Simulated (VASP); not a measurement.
# Mg (Pm-3m) in VASP: single point with LDA

Aim: the single point of Mg with LDA.

All numbers are computed with VASP 6.6.1; they aren't measurements. Logs are shortened: lines on timing, memory, paths and dates and some standing lists are left out, and cuts for length are marked.

### Step 1. The cell of the first run

Symmetry: Pm-3m, No. 221, cubic system. Conventional cell: a = 3.160 Å, b = 3.160 Å, c = 3.160 Å, α = 90.00°, β = 90.00°, γ = 90.00°. Within 4.2 Å of Mg (site symmetry m-3m) lie 6 Mg at 3.16 Å.

### Step 2. Single point, LDA

INCAR

```
SYSTEM = Mg
PREC = Accurate ; ENCUT = 600
EDIFF = 1E-6 ; ISMEAR = -1
SIGMA = 0.15 ; LREAL = .FALSE.
LASPH = .TRUE. ; NELM = 120
ALGO = Normal ; ISIF = 2
LWAVE = .FALSE. ; LCHARG = .TRUE.
GGA = CA ; LELF = .TRUE.
LVHAR = .TRUE. ; NBANDS = 7
GGA_COMPAT = .FALSE.
```

KPOINTS

```
regular mesh
0
G
  9 9 9
  0 0 0
```

POSCAR

```
Mg
1.0
    3.1600000000      0.0000000000      0.0000000000
    0.0000000000      3.1600000000      0.0000000000
    0.0000000000      0.0000000000      3.1600000000
Mg
1
Direct
    0.0000000000      0.0000000000      0.0000000000
```

Potentials or basis: VASP PAW LDA potentials, release 64 (Mg).

Launch:

```bash
cat potpaw_LDA.64/Mg/POTCAR > POTCAR
mpirun -np 1 vasp_std > vasp.out
```

OUTCAR:

```text
SYSTEM = Mg
   PREC = Accurate
   ENCUT = 600
   EDIFF = 1E-6
   ISMEAR = -1
   LREAL = .FALSE.
   LASPH = .TRUE.
   NELM = 120
   ISIF = 2
   GGA = CA

 ion  position               nearest neighbor table
   1  0.000  0.000  0.000-

  LATTYP: Found a simple cubic cell.
 ALAT       =     3.1600000000

  Lattice vectors:

 A1 = (   3.1600000000,   0.0000000000,   0.0000000000)
 A2 = (   0.0000000000,   3.1600000000,   0.0000000000)
 A3 = (   0.0000000000,   0.0000000000,   3.1600000000)

Analysis of symmetry for initial positions (statically):
=====================================================================
 Subroutine PRICEL returns:
 Original cell was already a primitive cell.

 Routine SETGRP: Setting up the symmetry group for a
 simple cubic supercell.

 Subroutine GETGRP returns: Found 48 space group operations
 (whereof 48 operations were pure point group operations)
 out of a pool of 48 trial point group operations.

The static configuration has the point symmetry O_h .

Analysis of symmetry for dynamics (positions and initial velocities):
=====================================================================
 Subroutine PRICEL returns:
 Original cell was already a primitive cell.

 Routine SETGRP: Setting up the symmetry group for a
 simple cubic supercell.

 Subroutine GETGRP returns: Found 48 space group operations
 (whereof 48 operations were pure point group operations)
 out of a pool of 48 trial point group operations.

The dynamic configuration has the point symmetry O_h .

 Subroutine INISYM returns: Found 48 space group operations
 (whereof 48 operations are pure point group operations),
 and found     1 'primitive' translations

----------------------------------------------------------------------------------------

                                     Primitive cell

  volume of cell :      31.5545

  direct lattice vectors                    reciprocal lattice vectors
     3.160000000  0.000000000  0.000000000     0.316455696  0.000000000  0.000000000
     0.000000000  3.160000000  0.000000000     0.000000000  0.316455696  0.000000000
     0.000000000  0.000000000  3.160000000     0.000000000  0.000000000  0.316455696

  length of vectors
     3.160000000  3.160000000  3.160000000     0.316455696  0.316455696  0.316455696

  position of ions in fractional coordinates (direct lattice)
     0.000000000  0.000000000  0.000000000

  ion indices of the primitive-cell ions
   primitive index   ion index
                 1           1

----------------------------------------------------------------------------------------

 KPOINTS: regular mesh

Automatic generation of k-mesh.
 Grid dimensions read from file:
 generate k-points for:    9    9    9

 Generating k-lattice:

  Cartesian coordinates                     Fractional coordinates (reciprocal lattice)
     0.035161744  0.000000000  0.000000000     0.111111111  0.000000000  0.000000000
     0.000000000  0.035161744  0.000000000     0.000000000  0.111111111  0.000000000
     0.000000000  0.000000000  0.035161744     0.000000000  0.000000000  0.111111111

  Length of vectors
     0.035161744  0.035161744  0.035161744

  Shift w.r.t. Gamma in fractional coordinates (k-lattice)
     0.000000000  0.000000000  0.000000000

 Subroutine IBZKPT returns following result:
 ===========================================

 Found     35 irreducible k-points:

 Following reciprocal coordinates:
            Coordinates               Weight
  0.000000  0.000000  0.000000      1.000000
  0.111111  0.000000  0.000000      6.000000
  0.222222  0.000000  0.000000      6.000000
  0.333333  0.000000  0.000000      6.000000
  0.444444  0.000000  0.000000      6.000000
  0.111111  0.111111  0.000000     12.000000
[... 16 lines left out ...]
  0.333333  0.333333  0.111111     24.000000
  0.444444  0.333333  0.111111     48.000000
 [... further k-points ...]
   k-points           NKPTS =     35   k-points in BZ     NKDIM =     35   number of bands    NBANDS=      7
   number of dos      NEDOS =    301   number of ions     NIONS =      1
   total plane-waves  NPLWV =  21952
   dimension x,y,z NGX =    28 NGY =   28 NGZ =   28
   dimension x,y,z NGXF=    56 NGYF=   56 NGZF=   56
   ions per type =               1
   NGX,Y,Z   is equivalent  to a cutoff of  14.73, 14.73, 14.73 a.u.
   NGXF,Y,Z  is equivalent  to a cutoff of  29.46, 29.46, 29.46 a.u.
 SYSTEM =  Mg
   PREC   = accura    normal or accurate (medium, high low for compatibility)
   ISTART =      0    job   : 0-new  1-cont  2-samecut
   ICHARG =      2    charge: 1-file 2-atom 10-const
   ISPIN  =      1    spin polarized calculation?
   LNONCOLLINEAR =      F non collinear calculations
   LSORBIT =      F    spin-orbit coupling
   LASPH  =      T    aspherical Exc in radial PAW
   ENCUT  =  600.0 eV  44.10 Ry    6.64 a.u.   6.31  6.31  6.31*2*pi/ulx,y,z
   NELM   =    120;   NELMIN=  2; NELMDL= -5     # of ELM steps
   EDIFF  = 0.1E-05   stopping-criterion for ELM
   LREAL  =      F    real-space projection
   EDIFFG = 0.1E-04   stopping-criterion for IOM
   NSW    =      0    number of steps for IOM
   IBRION =     -1    ionic relax: 0-MD 1-quasi-New 2-CG
   NFREE  =      0    steps in history (QN), initial steepest desc. (CG)
   ISIF   =      2    stress and relaxation
   ISYM   =      2    0-nonsym 1-usesym 2-fastsym
   POTIM  = 0.5000    time-step for ionic-motion
   TEBEG  =    0.0;   TEEND  =   0.0 temperature during run
   PSTRESS=    0.0 pullay stress
   NELECT =       2.0000    total number of electrons
   NUPDOWN=      -1.0000    fix difference up-down
   EMIN   =  10.00;   EMAX   =-10.00  energy-range for DOS
   EFERMI =   0.00;   METHOD = LEGACY
   ISMEAR =    -1;   SIGMA  =   0.15  broadening in eV -4-tet -1-fermi 0-gaus
   EFERMI_NEDOS =   21; number of points for ismear=-14 and -15
   IALGO  =     38    algorithm
   IMIX   =      4    mixing-type and parameters
     AMIX     =   0.40;   BMIX     =  1.00
     AMIX_MAG =   1.60;   BMIX_MAG =  1.00
  volume/ion in A,a.u.               =      31.55       212.94
  Fermi-wavevector in a.u.,A,eV,Ry     =   0.652726  1.233474  5.796783  0.426052
  Thomas-Fermi vector in A             =   1.722739
   LORBIT       =      0    0 simple, 1 ext, 2 COOP (PROOUT), +10 PAW based schemes
   GGA     = CA    functional components
   LHFCALC =     F    Hartree Fock is set to
   AEXX    =    0.0000 exact exchange contribution
   IVDW    =     0    specifies the selected vdW correction
   LEPSILON=     F    determine dielectric tensor
   LRPA    =     F    only Hartree local field effects (RPA)
 non-spin polarized calculation
  energy-cutoff  :      600.00
  volume of cell :       31.55
 maximum number of plane-waves:      1064
 NGX is ok and might be reduce to    28
   NGX = 13   NGY = 13   NGZ = 13

 number of electron       2.0000000 magnetization

 Free energy of the ion-electron system (eV)
  ---------------------------------------------------
  ext. energy  EPLUGINS =         0.00000000
  ---------------------------------------------------
  free energy    TOTEN  =        -1.35884255 eV

  energy without entropy =       -1.32250943  energy(sigma->0) =       -1.34067599

 E-fermi :   0.9046     XC(G=0):  -7.6608

 val. band max:        0.7899939528   @ k =   0.4444   0.2222   0.1111
 cond. band min:       0.9892088148   @ k =   0.4444   0.4444   0.0000
 fundamental gap:      0.1992148619
 Fermi energy:         0.9045885064

 k-point     1 :       0.0000    0.0000    0.0000
  band No.  band energies     occupation
      1      -4.7028      2.00000
      2       8.6327      0.00000
      3       8.6327      0.00000
      4       9.4580      0.00000
      5       9.4580      0.00000
      6       9.4580      0.00000
      7      13.4400      0.00000

 k-point     2 :       0.1111    0.0000    0.0000
  band No.  band energies     occupation
      1      -4.5185      2.00000
      2       6.4758      0.00000
      3       8.7927      0.00000
      4       9.6151      0.00000
      5       9.6151      0.00000
      6      11.0887      0.00000
      7      14.3946      0.00000

 k-point     3 :       0.2222    0.0000    0.0000
  band No.  band energies     occupation
      1      -3.9684      2.00000
      2       4.0255      0.00000
      3       9.2576      0.00000
      4      10.0859      0.00000
      5      10.0859      0.00000
      6      12.2283      0.00000
      7      16.8642      0.00000

 k-point     4 :       0.3333    0.0000    0.0000
  band No.  band energies     occupation
      1      -3.0620      2.00000
      2       1.8092      0.00479
      3       9.9571      0.00000
      4      10.8655      0.00000
      5      10.8655      0.00000
      6      13.2367      0.00000
      7      15.2643      0.00000

 k-point     5 :       0.4444    0.0000    0.0000
  band No.  band energies     occupation
      1      -1.8431      2.00000
      2      -0.0729      1.99705
      3      10.6300      0.00000
      4      11.9040      0.00000
      5      11.9040      0.00000
      6      13.5890      0.00000
      7      13.5890      0.00000
[... 161 lines left out ...]
 k-point    22 :       0.4444    0.2222    0.1111
  band No.  band energies     occupation
      1      -0.9363      1.99999
      2       0.7900      1.36443
      3       6.8121      0.00000
      4       8.6940      0.00000
      5      10.5113      0.00000
      6      11.9894      0.00000
      7      16.0650      0.00000

 k-point    23 :       0.3333    0.3333    0.1111
  band No.  band energies     occupation
      1      -1.2567      2.00000
      2       3.1063      0.00000
      3       4.0232      0.00000
      4       8.2313      0.00000
      5      10.1756      0.00000
      6      14.0274      0.00000
      7      15.1226      0.00000

 k-point    24 :       0.4444    0.3333    0.1111
  band No.  band energies     occupation
      1      -0.0437      1.99641
      2       1.6254      0.01624
      3       4.7529      0.00000
      4       6.5518      0.00000
      5      11.1846      0.00000
      6      12.7284      0.00000
      7      15.6164      0.00000

 [... further k-points ...]

------------------------ aborting loop because EDIFF is reached ----------------------------------------

  FORCE on cell =-STRESS in cart. coord.  units (eV):
  Direction    XX          YY          ZZ          XY          YZ          ZX
  --------------------------------------------------------------------------------------
  -------------------------------------------------------------------------------------
  Total       -0.6970942     -0.6970942     -0.6970942     -0.0000000     -0.0000000      0.0000000
  in kB      -35.3949070    -35.3949070    -35.3949070     -0.0000000     -0.0000000      0.0000000
  external PRESSURE =     -35.3949070 kB  Pullay stress =       0.0000000 kB

 VOLUME and BASIS-vectors are now :
 -----------------------------------------------------------------------------
  energy-cutoff  :      600.00
  volume of cell :       31.55
      direct lattice vectors                 reciprocal lattice vectors
     3.160000000  0.000000000  0.000000000     0.316455696  0.000000000  0.000000000
     0.000000000  3.160000000  0.000000000     0.000000000  0.316455696  0.000000000
     0.000000000  0.000000000  3.160000000     0.000000000  0.000000000  0.316455696

 POSITION                                       TOTAL-FORCE (eV/Angst)
 -----------------------------------------------------------------------------------
      0.00000      0.00000      0.00000         0.000000      0.000000      0.000000
 -----------------------------------------------------------------------------------
    total drift:                               -0.000000     -0.000000      0.000000

  FREE ENERGIE OF THE ION-ELECTRON SYSTEM (eV)
  ---------------------------------------------------
  free  energy   TOTEN  =        -1.3588425531 eV

  energy  without entropy=       -1.3225094257  energy(sigma->0) =       -1.34067599
```

It took 12 s on 1 thread of Intel Xeon 8259CL, shared host; peak memory 0.14 GiB.

What came out:

- Free energy: -1.3588 eV
- Pressure: -3.5 GPa
- Band gap on the k mesh: zero (band 1 reaches 3.66 eV, above the bottom of band 2 at -0.07 eV)
